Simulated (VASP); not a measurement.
# K3SBr (Pm-3m) in VASP: notebook

The runs below take K3SBr through single point, with PBE, r2SCAN.

All numbers are computed with VASP 6.6.1; they aren't measurements. Logs are shortened: lines on timing, memory, paths and dates and some standing lists are left out, and cuts for length are marked.

## 1. The cell of the first run

The structure is cubic, space group Pm-3m (No. 221). Conventional cell: a = 6.051 Å, b = 6.051 Å, c = 6.051 Å, α = 90.00°, β = 90.00°, γ = 90.00°. Within 5.6 Å of Br (site symmetry m-3m) lie 12 K at 4.28 Å and 8 S at 5.24 Å. Within 4.0 Å of S (site symmetry m-3m) lie 6 K at 3.03 Å. Within 4.0 Å of K (site symmetry 4/mmm) lie 2 S at 3.03 Å.

## 2. Single point, PBE (44.30 Å³/atom)

Contents of INCAR:

```
SYSTEM = K3SBr
ALGO = Normal ; EDIFF = 1E-6
ENCUT = 520 ; GGA = PE
ISIF = 2 ; ISMEAR = 0
LASPH = .TRUE. ; LCHARG = .FALSE.
LREAL = .FALSE. ; LWAVE = .FALSE.
NBANDS = 28 ; NELM = 80
PREC = Accurate ; SIGMA = 0.01
```

Contents of KPOINTS:

```
k-points
0
G
  4 4 4
  0 0 0
```

Contents of POSCAR:

```
K3SBr
1.0
    6.0505524546      0.0000000000      0.0000000000
    0.0000000000      6.0505524546      0.0000000000
    0.0000000000      0.0000000000      6.0505524546
Br S K
1 1 3
Direct
    0.0000000000      0.0000000000      0.0000000000
    0.5000000000      0.5000000000      0.5000000000
    0.5000000000      0.5000000000      0.0000000000
    0.5000000000      0.0000000000      0.5000000000
    0.0000000000      0.5000000000      0.5000000000
```

Potentials or basis: VASP PAW PBE potentials, release 64 (Br, S, K_sv).

Command:

```sh
$ cat potpaw_PBE.64/Br/POTCAR potpaw_PBE.64/S/POTCAR potpaw_PBE.64/K_sv/POTCAR > POTCAR
$ mpirun -np 1 vasp_std > vasp.out
```

OUTCAR:

```text
SYSTEM = K3SBr
   EDIFF = 1E-6
   ENCUT = 520
   GGA = PE
   ISIF = 2
   ISMEAR = 0
   LASPH = .TRUE.
   LREAL = .FALSE.
   NELM = 80
   PREC = Accurate

 ion  position               nearest neighbor table
   1  0.000  0.000  0.000-
   2  0.500  0.500  0.500-   3 3.03   4 3.03   5 3.03   3 3.03   4 3.03   5 3.03
   3  0.500  0.500  0.000-   2 3.03   2 3.03
   4  0.500  0.000  0.500-   2 3.03   2 3.03
   5  0.000  0.500  0.500-   2 3.03   2 3.03

  LATTYP: Found a simple cubic cell.
 ALAT       =     6.0505524546

  Lattice vectors:

 A1 = (   6.0505524546,   0.0000000000,   0.0000000000)
 A2 = (   0.0000000000,   6.0505524546,   0.0000000000)
 A3 = (   0.0000000000,   0.0000000000,   6.0505524546)

Analysis of symmetry for initial positions (statically):
=====================================================================
 Subroutine PRICEL returns:
 Original cell was already a primitive cell.

 Routine SETGRP: Setting up the symmetry group for a
 simple cubic supercell.

 Subroutine GETGRP returns: Found 48 space group operations
 (whereof 48 operations were pure point group operations)
 out of a pool of 48 trial point group operations.

The static configuration has the point symmetry O_h .

Analysis of symmetry for dynamics (positions and initial velocities):
=====================================================================
 Subroutine PRICEL returns:
 Original cell was already a primitive cell.

 Routine SETGRP: Setting up the symmetry group for a
 simple cubic supercell.

 Subroutine GETGRP returns: Found 48 space group operations
 (whereof 48 operations were pure point group operations)
 out of a pool of 48 trial point group operations.

The dynamic configuration has the point symmetry O_h .

 Subroutine INISYM returns: Found 48 space group operations
 (whereof 48 operations are pure point group operations),
 and found     1 'primitive' translations

----------------------------------------------------------------------------------------

                                     Primitive cell

  volume of cell :     221.5058

  direct lattice vectors                    reciprocal lattice vectors
     6.050552455  0.000000000  0.000000000     0.165274164  0.000000000  0.000000000
     0.000000000  6.050552455  0.000000000     0.000000000  0.165274164  0.000000000
     0.000000000  0.000000000  6.050552455     0.000000000  0.000000000  0.165274164

  length of vectors
     6.050552455  6.050552455  6.050552455     0.165274164  0.165274164  0.165274164

  position of ions in fractional coordinates (direct lattice)
     0.000000000  0.000000000  0.000000000
     0.500000000  0.500000000  0.500000000
     0.500000000  0.500000000  0.000000000
     0.500000000  0.000000000  0.500000000
     0.000000000  0.500000000  0.500000000

  ion indices of the primitive-cell ions
   primitive index   ion index
                 1           1
                 2           2
                 3           3
                 4           4
                 5           5

----------------------------------------------------------------------------------------

 KPOINTS: k-points

Automatic generation of k-mesh.
 Grid dimensions read from file:
 generate k-points for:    4    4    4

 Generating k-lattice:

  Cartesian coordinates                     Fractional coordinates (reciprocal lattice)
     0.041318541  0.000000000  0.000000000     0.250000000  0.000000000  0.000000000
     0.000000000  0.041318541  0.000000000     0.000000000  0.250000000  0.000000000
     0.000000000  0.000000000  0.041318541     0.000000000  0.000000000  0.250000000

  Length of vectors
     0.041318541  0.041318541  0.041318541

  Shift w.r.t. Gamma in fractional coordinates (k-lattice)
     0.000000000  0.000000000  0.000000000

 Subroutine IBZKPT returns following result:
 ===========================================

 Found     10 irreducible k-points:

 Following reciprocal coordinates:
            Coordinates               Weight
  0.000000  0.000000  0.000000      1.000000
  0.250000  0.000000  0.000000      6.000000
  0.500000  0.000000  0.000000      3.000000
  0.250000  0.250000  0.000000     12.000000
  0.500000  0.250000  0.000000     12.000000
  0.500000  0.500000  0.000000      3.000000
  0.250000  0.250000  0.250000      8.000000
  0.500000  0.250000  0.250000     12.000000
  0.500000  0.500000  0.250000      6.000000
  0.500000  0.500000  0.500000      1.000000
   k-points           NKPTS =     10   k-points in BZ     NKDIM =     10   number of bands    NBANDS=     28
   number of dos      NEDOS =    301   number of ions     NIONS =      5
   total plane-waves  NPLWV = 110592
   dimension x,y,z NGX =    48 NGY =   48 NGZ =   48
   dimension x,y,z NGXF=    96 NGYF=   96 NGZF=   96
   ions per type =               1   1   3
   NGX,Y,Z   is equivalent  to a cutoff of  13.19, 13.19, 13.19 a.u.
   NGXF,Y,Z  is equivalent  to a cutoff of  26.38, 26.38, 26.38 a.u.
 SYSTEM =  K3SBr
   PREC   = accura    normal or accurate (medium, high low for compatibility)
   ISTART =      0    job   : 0-new  1-cont  2-samecut
   ICHARG =      2    charge: 1-file 2-atom 10-const
   ISPIN  =      1    spin polarized calculation?
   LNONCOLLINEAR =      F non collinear calculations
   LSORBIT =      F    spin-orbit coupling
   LASPH  =      T    aspherical Exc in radial PAW
   ENCUT  =  520.0 eV  38.22 Ry    6.18 a.u.  11.25 11.25 11.25*2*pi/ulx,y,z
   NELM   =     80;   NELMIN=  2; NELMDL= -5     # of ELM steps
   EDIFF  = 0.1E-05   stopping-criterion for ELM
   LREAL  =      F    real-space projection
   EDIFFG = 0.1E-04   stopping-criterion for IOM
   NSW    =      0    number of steps for IOM
   IBRION =     -1    ionic relax: 0-MD 1-quasi-New 2-CG
   NFREE  =      0    steps in history (QN), initial steepest desc. (CG)
   ISIF   =      2    stress and relaxation
   ISYM   =      2    0-nonsym 1-usesym 2-fastsym
   POTIM  = 0.5000    time-step for ionic-motion
   TEBEG  =    0.0;   TEEND  =   0.0 temperature during run
   PSTRESS=    0.0 pullay stress
   NELECT =      40.0000    total number of electrons
   NUPDOWN=      -1.0000    fix difference up-down
   EMIN   =  10.00;   EMAX   =-10.00  energy-range for DOS
   EFERMI =   0.00;   METHOD = LEGACY
   ISMEAR =     0;   SIGMA  =   0.01  broadening in eV -4-tet -1-fermi 0-gaus
   EFERMI_NEDOS =   21; number of points for ismear=-14 and -15
   IALGO  =     38    algorithm
   IMIX   =      4    mixing-type and parameters
     AMIX     =   0.40;   BMIX     =  1.00
     AMIX_MAG =   1.60;   BMIX_MAG =  1.00
  volume/ion in A,a.u.               =      44.30       298.96
  Fermi-wavevector in a.u.,A,eV,Ry     =   0.925337  1.748633 11.649962  0.856248
  Thomas-Fermi vector in A             =   2.051180
   LORBIT       =      0    0 simple, 1 ext, 2 COOP (PROOUT), +10 PAW based schemes
   GGA     = PE    functional components
   LHFCALC =     F    Hartree Fock is set to
   AEXX    =    0.0000 exact exchange contribution
   IVDW    =     0    specifies the selected vdW correction
   LEPSILON=     F    determine dielectric tensor
   LRPA    =     F    only Hartree local field effects (RPA)
 non-spin polarized calculation
 Gauss-broadening in eV      SIGMA  =   0.01
  energy-cutoff  :      520.00
  volume of cell :      221.51
 maximum number of plane-waves:      6031
 NGX is ok and might be reduce to    48
   NGX = 23   NGY = 23   NGZ = 23

 number of electron      39.9999996 magnetization

 Free energy of the ion-electron system (eV)
  ---------------------------------------------------
  ext. energy  EPLUGINS =         0.00000000
  ---------------------------------------------------
  free energy    TOTEN  =       -14.98683187 eV

  energy without entropy =      -14.98683187  energy(sigma->0) =      -14.98683187

 E-fermi :  -0.7661     XC(G=0):  -6.4070

 val. band max:       -0.8304360245   @ k =   0.0000   0.0000   0.0000
 cond. band min:       0.8838047782   @ k =   0.0000   0.0000   0.0000
 fundamental gap:      1.7142408027
 Fermi energy:        -0.7660703719

 k-point     1 :       0.0000    0.0000    0.0000
  band No.  band energies     occupation
      1     -30.5855      2.00000
      2     -30.5705      2.00000
      3     -30.5705      2.00000
      4     -14.3240      2.00000
      5     -14.1778      2.00000
      6     -14.1778      2.00000
[... 20 lines left out ...]
     27       6.2362      0.00000
     28       6.2362      0.00000

 k-point     2 :       0.2500    0.0000    0.0000
  band No.  band energies     occupation
      1     -30.5835      2.00000
      2     -30.5723      2.00000
      3     -30.5704      2.00000
      4     -14.3401      2.00000
      5     -14.1704      2.00000
      6     -14.1704      2.00000
[... 20 lines left out ...]
     27       5.3656      0.00000
     28       5.8910      0.00000

 k-point     3 :       0.5000    0.0000    0.0000
  band No.  band energies     occupation
      1     -30.5805      2.00000
      2     -30.5753      2.00000
      3     -30.5704      2.00000
      4     -14.3532      2.00000
      5     -14.1592      2.00000
      6     -14.1592      2.00000
[... 20 lines left out ...]
     27       5.2568      0.00000
     28       5.5452      0.00000

 k-point     4 :       0.2500    0.2500    0.0000
  band No.  band energies     occupation
      1     -30.5818      2.00000
      2     -30.5729      2.00000
      3     -30.5715      2.00000
      4     -14.3482      2.00000
      5     -14.1640      2.00000
      6     -14.1597      2.00000
[... 144 lines left out ...]
     27       5.1477      0.00000
     28       5.1956      0.00000

 k-point     9 :       0.5000    0.5000    0.2500
  band No.  band energies     occupation
      1     -30.5753      2.00000
      2     -30.5753      2.00000
      3     -30.5753      2.00000
      4     -14.3407      2.00000
      5     -14.2115      2.00000
      6     -14.1846      2.00000
[... 20 lines left out ...]
     27       4.8714      0.00000
     28       5.6181      0.00000

 k-point    10 :       0.5000    0.5000    0.5000
  band No.  band energies     occupation
      1     -30.5753      2.00000
      2     -30.5753      2.00000
      3     -30.5753      2.00000
      4     -14.3191      2.00000
      5     -14.2603      2.00000
      6     -14.1989      2.00000
[... 20 lines left out ...]
     27       4.2307      0.00000
     28       5.9139      0.00000

------------------------ aborting loop because EDIFF is reached ----------------------------------------

  FORCE on cell =-STRESS in cart. coord.  units (eV):
  Direction    XX          YY          ZZ          XY          YZ          ZX
  --------------------------------------------------------------------------------------
  -------------------------------------------------------------------------------------
  Total       -0.4264014     -0.4264014     -0.4264014     -0.0000000     -0.0000000     -0.0000000
  in kB       -3.0842113     -3.0842113     -3.0842113     -0.0000000     -0.0000000     -0.0000000
  external PRESSURE =      -3.0842113 kB  Pullay stress =       0.0000000 kB

 VOLUME and BASIS-vectors are now :
 -----------------------------------------------------------------------------
  energy-cutoff  :      520.00
  volume of cell :      221.51
      direct lattice vectors                 reciprocal lattice vectors
     6.050552455  0.000000000  0.000000000     0.165274164  0.000000000  0.000000000
     0.000000000  6.050552455  0.000000000     0.000000000  0.165274164  0.000000000
     0.000000000  0.000000000  6.050552455     0.000000000  0.000000000  0.165274164

 POSITION                                       TOTAL-FORCE (eV/Angst)
 -----------------------------------------------------------------------------------
      0.00000      0.00000      0.00000         0.000000      0.000000      0.000000
      3.02528      3.02528      3.02528         0.000000      0.000000      0.000000
      3.02528      3.02528      0.00000         0.000000      0.000000      0.000000
      3.02528      0.00000      3.02528         0.000000      0.000000      0.000000
      0.00000      3.02528      3.02528         0.000000      0.000000      0.000000
 -----------------------------------------------------------------------------------
    total drift:                                0.000000      0.000000     -0.000000

  FREE ENERGIE OF THE ION-ELECTRON SYSTEM (eV)
  ---------------------------------------------------
  free  energy   TOTEN  =       -14.9868318690 eV

  energy  without entropy=      -14.9868318690  energy(sigma->0) =      -14.98683187
```

Wall time 39 s (1 thread of Intel Xeon 6975P-C (Granite Rapids), shared host); peak memory 0.33 GiB.

What came out:

| Quantity | Value |
| --- | --- |
| Free energy | -14.9868 eV |
| Pressure | -0.3 GPa |
| Band gap on the k mesh | 1.71 eV |

## 3. Single point, PBE (45.59 Å³/atom)

This run uses another cell than the first one, of 45.59 Å³/atom.

Contents of INCAR:

```
SYSTEM = K3SBr
ALGO = Normal ; EDIFF = 1E-7
ENCUT = 520 ; GGA = PE
ISIF = 2 ; ISMEAR = 0
LASPH = .True. ; LCHARG = .True.
LELF = .True. ; LREAL = .False.
LVHAR = .True. ; LWAVE = .False.
NBANDS = 28 ; NELM = 60
PREC = Accurate ; SIGMA = 0.01
```

Contents of KPOINTS:

```
k-points
0
Gamma
  4 4 4
  0 0 0
```

Changes to POSCAR since step 2:

```diff
@@ -2,5 +2,5 @@
 1.0
-    6.0505524546      0.0000000000      0.0000000000
-    0.0000000000      6.0505524546      0.0000000000
-    0.0000000000      0.0000000000      6.0505524546
+    6.1087344127      0.0000000000      0.0000000000
+    0.0000000000      6.1087344127      0.0000000000
+    0.0000000000      0.0000000000      6.1087344127
 Br S K
```

Potentials or basis: VASP PAW PBE potentials, release 64 (Br, S, K_sv).

Command:

```sh
$ cat potpaw_PBE.64/Br/POTCAR potpaw_PBE.64/S/POTCAR potpaw_PBE.64/K_sv/POTCAR > POTCAR
$ mpirun -np 1 vasp_std > vasp.out
```

Run time: 48 s. Hardware: 1 thread of Intel Xeon 6975P-C (Granite Rapids), shared host; peak memory 0.34 GiB.

The run converged. Its results:

* Free energy: -14.9690 eV
* Pressure: -0.6 GPa
* Band gap on the k mesh: 1.70 eV

Levels at points of the mesh, in eV from the valence-band top:
```
           k point  band 16  band 17  band 18  band 19  band 20  band 21  band 22  band 23  band 24  band 25
(0.00, 0.00, 0.00)    -1.67    -1.67     0.00     0.00     0.00     1.70     3.93     3.93     4.86     4.86
(0.50, 0.00, 0.00)    -1.67    -1.67    -0.65    -0.07    -0.07     3.08     3.46     4.67     5.23     5.32
(0.50, 0.50, 0.00)    -1.83    -1.67    -0.59    -0.59    -0.12     3.67     4.09     4.53     4.53     5.16
(0.50, 0.50, 0.50)    -1.75    -1.75    -0.71    -0.71    -0.71     4.59     4.60     4.60     4.60     4.99
```

## 4. Single point, r2SCAN (39.70 Å³/atom)

This run uses another cell than the first one, of 39.70 Å³/atom.

Changes to POSCAR since step 3:

```diff
@@ -2,5 +2,5 @@
 1.0
-    6.1087344127      0.0000000000      0.0000000000
-    0.0000000000      6.1087344127      0.0000000000
-    0.0000000000      0.0000000000      6.1087344127
+    5.8335797143      0.0000000000      0.0000000000
+    0.0000000000      5.8335797143      0.0000000000
+    0.0000000000      0.0000000000      5.8335797143
 Br S K
```

Contents of INCAR.step1:

```
SYSTEM = K3SBr
  ALGO = Normal
  EDIFF = 1E-4
  ENCUT = 520
  GGA = PE
  ISMEAR = 0
  LASPH = .TRUE.
  LCHARG = .FALSE.
  LREAL = .FALSE.
  LWAVE = .TRUE.
  NBANDS = 28
  NELM = 60
  PREC = Accurate
  SIGMA = 0.01
```

Contents of INCAR.step2:

```
SYSTEM = K3SBr
  ALGO = Normal
  EDIFF = 1E-6
  ENCUT = 520
  ISIF = 2
  ISMEAR = 0
  ISTART = 1
  LASPH = .TRUE.
  LCHARG = .TRUE.
  LELF = .TRUE.
  LMIXTAU = .TRUE.
  LREAL = .FALSE.
  LVHAR = .TRUE.
  LWAVE = .FALSE.
  METAGGA = R2SCAN
  NBANDS = 28
  NELM = 60
  PREC = Accurate
  SIGMA = 0.01
```

Contents of KPOINTS:

```
k-points
0
G
  4 4 4
  0 0 0
```

Command:

```sh
$ cat potpaw_PBE.64/Br/POTCAR potpaw_PBE.64/S/POTCAR potpaw_PBE.64/K_sv/POTCAR > POTCAR
$ cp INCAR.step1 INCAR
$ mpirun -np 1 vasp_std > vasp.out
$ cp INCAR.step2 INCAR
$ mpirun -np 1 vasp_std > vasp.out
```

It took 2.3 min on 1 thread of Intel Xeon 6975P-C (Granite Rapids), shared host; peak memory 0.38 GiB.

The run converged. Its results:

| Quantity | Value |
| --- | --- |
| Free energy | -46.1924 eV |
| Pressure | 1.0 GPa |
| Band gap on the k mesh | 2.15 eV |

Levels at points of the mesh, in eV from the valence-band top:
```tsv
k point	band 17	band 18	band 19	band 20	band 21	band 22	band 23	band 24
(0.00, 0.00, 0.00)	-2.17	0.00	0.00	0.00	2.15	4.23	4.23	5.19
(0.50, 0.00, 0.00)	-2.17	-0.81	-0.10	-0.10	3.54	4.24	4.97	5.62
(0.50, 0.50, 0.00)	-2.18	-0.78	-0.78	-0.17	4.17	4.88	5.28	5.28
(0.50, 0.50, 0.50)	-2.28	-0.93	-0.93	-0.93	5.17	5.25	5.25	5.25
```

Caveat: the PAW data sets were made with another functional, which shifts forces and pressure a little.

## 5. Single point, r2SCAN (40.97 Å³/atom)

This run uses another cell than the first one, of 40.97 Å³/atom.

Changes to POSCAR since step 4:

```diff
@@ -2,5 +2,5 @@
 1.0
-    5.8335797143      0.0000000000      0.0000000000
-    0.0000000000      5.8335797143      0.0000000000
-    0.0000000000      0.0000000000      5.8335797143
+    5.8949903294      0.0000000000      0.0000000000
+    0.0000000000      5.8949903294      0.0000000000
+    0.0000000000      0.0000000000      5.8949903294
 Br S K
```

Contents of INCAR.step1:

```
SYSTEM = K3SBr
  PREC = Accurate
  ENCUT = 520
  ISMEAR = 0
  SIGMA = 0.01
  LREAL = .False.
  LASPH = .True.
  NELM = 60
  NBANDS = 28
  GGA = PE
  ALGO = Normal
  EDIFF = 1E-4
  LWAVE = .True.
  LCHARG = .False.
```

Contents of INCAR.step2:

```
SYSTEM = K3SBr
  PREC = Accurate
  ENCUT = 520
  EDIFF = 1E-6
  ISMEAR = 0
  SIGMA = 0.01
  LREAL = .False.
  LASPH = .True.
  NELM = 60
  ALGO = Normal
  ISIF = 2
  LWAVE = .False.
  LCHARG = .False.
  METAGGA = R2SCAN
  LMIXTAU = .True.
  NBANDS = 28
  ISTART = 1
```

Contents of KPOINTS:

```
Automatic mesh
0
Gamma
  4 4 4
  0 0 0
```

Command:

```sh
$ cat potpaw_PBE.64/Br/POTCAR potpaw_PBE.64/S/POTCAR potpaw_PBE.64/K_sv/POTCAR > POTCAR
$ cp INCAR.step1 INCAR
$ mpirun -np 1 vasp_std > vasp.out
$ cp INCAR.step2 INCAR
$ mpirun -np 1 vasp_std > vasp.out
```

Wall time 2.4 min (1 thread of Intel Xeon 6975P-C (Granite Rapids), shared host); peak memory 0.39 GiB.

It converged, with:

* Free energy: -46.2217 eV
* Pressure: 0.5 GPa
* Band gap on the k mesh: 2.15 eV

Levels at points of the mesh, in eV from the valence-band top:
```tsv
k point	band 17	band 18	band 19	band 20	band 21	band 22	band 23	band 24
(0.00, 0.00, 0.00)	-2.09	0.00	0.00	0.00	2.15	4.26	4.26	5.23
(0.50, 0.00, 0.00)	-2.09	-0.76	-0.10	-0.10	3.53	4.17	4.98	5.65
(0.50, 0.50, 0.00)	-2.10	-0.72	-0.72	-0.16	4.14	4.83	5.21	5.21
(0.50, 0.50, 0.50)	-2.19	-0.86	-0.86	-0.86	5.16	5.24	5.24	5.24
```

Caveat: the PAW data sets were made with another functional, which shifts forces and pressure a little.

## 6. The runs side by side

| level | cell | gap on the mesh (eV) | pressure (GPa) |
| --- | --- | --- | --- |
| PBE | a = 6.051 Å, 5 atoms | 1.71 | -0.3 |
| PBE | a = 6.109 Å, 5 atoms | 1.70 | -0.6 |
| r2SCAN | a = 5.834 Å, 5 atoms | 2.15 | 1.0 |
| r2SCAN | a = 5.895 Å, 5 atoms | 2.15 | 0.5 |

Alike in all rows: task single point; potentials or basis VASP PAW PBE potentials, release 64 (Br, S, K_sv); no spin polarisation; k mesh 4 × 4 × 4; cutoff (eV) 520; smearing gaussian 0.01 eV.

Caveats: the PAW data sets were made with another functional, which shifts forces and pressure a little (at least some runs).

Absolute energies hang on the potentials; compare differences alone.
